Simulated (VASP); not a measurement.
Set up this calculation in VASP 6.6.1, as the native input.

| Quantity | Value |
| --- | --- |
| Task | single point |
| Functional | PBE |
| Potentials or basis | VASP PAW PBE potentials, release 64 (Li_sv, C) |
| Cutoff | 520 eV |
| k mesh | 14 × 14 × 18 |
| Occupations | gaussian, width 0.1 eV |
| Spin | no spin polarisation |
| Dipole correction | no |
| Further INCAR settings | ALGO = Normal; EDIFF = 1e-07; NBANDS = 12 |

The structure of LiC2 lies in POSCAR:

```
LiC2
1.0
    2.5387754960     -3.0523962643      0.0006381964
    2.5387754960      3.0523962643      0.0006381964
   -2.4342325296      0.0000000000      2.5559866117
Li C
1 2
Direct
    0.9765736334      0.0234263666      0.5000000000
    0.3461075347      0.6559126337      0.6806758398
    0.3440873663      0.6538924653      0.3193241602
```

The input as run:

INCAR

```
SYSTEM = LiC2
PREC = Accurate
ENCUT = 520
EDIFF = 1E-7
ISMEAR = 0
SIGMA = 0.1
LREAL = .FALSE.
LASPH = .TRUE.
NELM = 80
ALGO = Normal
ISIF = 2
LWAVE = .FALSE.
LCHARG = .FALSE.
GGA = PE
NBANDS = 12
```

KPOINTS

```
Automatic mesh
0
G
  14 14 18
  0 0 0
```

Potentials or basis: VASP PAW PBE potentials, release 64 (Li_sv, C).

Run with:

```sh
$ cat potpaw_PBE.64/Li_sv/POTCAR potpaw_PBE.64/C/POTCAR > POTCAR
$ mpirun -np 1 vasp_std > vasp.out
```

It gave:

```
Largest force          : 0.121 eV/Å
Band gap on the k mesh : zero (an odd number of electrons rules out a gap without spin polarisation)
```

Wall time 2.9 min on 1 thread of AMD EPYC 9R45 96-Core Processor (Zen 5), on a shared host, peak memory 0.45 GiB.
